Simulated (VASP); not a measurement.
# TaH4: single point with PBE

TaH4:

```
Ta H
1.0
    -2.28271    2.28271    1.43235
     2.28271   -2.28271    1.43235
     2.28271    2.28271   -1.43235
Ta H
1 4
Direct
  0.50000 0.50000 0.00000
  0.10866 0.70626 0.81492
  0.70626 0.89134 0.59761
  0.29374 0.10866 0.40239
  0.89134 0.29374 0.18508
```

```json
{
 "Program": "VASP 6.6.1",
 "Task": "single point",
 "Functional": "PBE",
 "Potentials or basis": "VASP PAW PBE potentials, release 64 (Ta_pv, H)",
 "Cutoff": "520 eV",
 "k mesh": "5 × 5 × 5",
 "Occupations": "gaussian, width 0.15 eV",
 "Spin": "no spin polarisation"
}
```

```yaml
Pressure: 0.0 GPa
Largest_force: 0.012 eV/Å
Band_gap_on_the_k_mesh: zero (an odd number of electrons rules out a gap without spin polarisation)
```

Forces in eV/Å, atoms in the order of the input:
```
Ta   0.000  0.000  0.000
H   -0.012  0.001  0.000
H   -0.001 -0.012  0.000
H    0.001  0.012  0.000
H    0.012 -0.001  0.000
```

Stress tensor (GPa, compression positive):
```
-0.17  0.00  0.00
 0.00 -0.17  0.00
 0.00  0.00  0.34
```

Levels at points of the mesh, in eV from the Fermi level:
```
           k point  band 5  band 6  band 7  band 8  band 9  band 10  band 11  band 12
(0.00, 0.00, 0.00)   -5.94   -2.79   -0.68   -0.68    1.15     1.15     1.22     7.68
```

Run time: 7.2 s on 1 thread of Intel(R) Xeon(R) 6975P-C (Granite Rapids), with other jobs on the host, peak memory 0.15 GiB.

Caveat: the k points lie up to 0.52 Å⁻¹ apart, too coarse for converged energies and pressures of a metal; spin-orbit coupling is left out, which moves the levels of the heavy elements; an odd number of electrons without spin polarisation forces a metal; a magnetic or distorted state may lie lower.
